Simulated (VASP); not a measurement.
Wanted: the native input for a VASP 6.6.1 run.

```yaml
Task: single point
Functional: PBE
Potentials_or_basis: VASP PAW PBE potentials, release 64 (B, N)
Cutoff: 520 eV
k_mesh: 6 × 6 × 4
Occupations: gaussian, width 0.01 eV
Spin: no spin polarisation
Dipole_correction: no
Further_INCAR_settings: ALGO = Normal; EDIFF = 1e-06; NBANDS = 16
```

The structure of BN lies in POSCAR:

```
BN
1.0
    2.4676314996      0.0000000000      0.0000000000
   -1.2338157498      2.1370315658      0.0000000000
    0.0000000000      0.0000000000      4.0815808813
B N
2 2
Direct
    0.3333333333      0.6666666667      0.0005226463
    0.6666666667      0.3333333333      0.5005226463
    0.3333333333      0.6666666667      0.3744773537
    0.6666666667      0.3333333333      0.8744773537
```

This cell differs from its parent crystal: strain -3.0%.

These files were run (other wordings do the same):

INCAR

```
PREC     = Accurate       # precision mode
ENCUT    = 520            # plane-wave cutoff, eV
EDIFF    = 1E-6           # SCF threshold, eV
ISMEAR   = 0              # smearing method
SIGMA    = 0.01           # smearing width, eV
LREAL    = False          # projectors in reciprocal space
LASPH    = True           # aspherical terms in the spheres
NELM     = 80             # most SCF steps
ALGO     = Normal         # electronic algorithm
ISIF     = 2              # what is computed and relaxed
LWAVE    = False          # write WAVECAR
LCHARG   = False          # write CHGCAR
GGA      = PE             # functional
NBANDS   = 16             # bands
```

KPOINTS

```
regular mesh
0
Gamma
  6 6 4
```

Potentials or basis: VASP PAW PBE potentials, release 64 (B, N).

The run is started by

```console
$ cat potpaw_PBE.64/B/POTCAR potpaw_PBE.64/N/POTCAR > POTCAR
$ mpirun -np 1 vasp_std > vasp.out
```

It gave:

```json
{
 "Pressure": "47.2 GPa",
 "Largest force": "0.003 eV/Å",
 "Band gap on the k mesh": "4.98 eV, indirect (least direct gap 8.74 eV)"
}
```

Caveat: the k points lie up to 0.49 Å⁻¹ apart; the cell differs from its parent crystal (strain -3.0%).

It took 12 s on 1 thread of Intel Xeon 8259CL (shared host), peak memory 0.12 GiB.
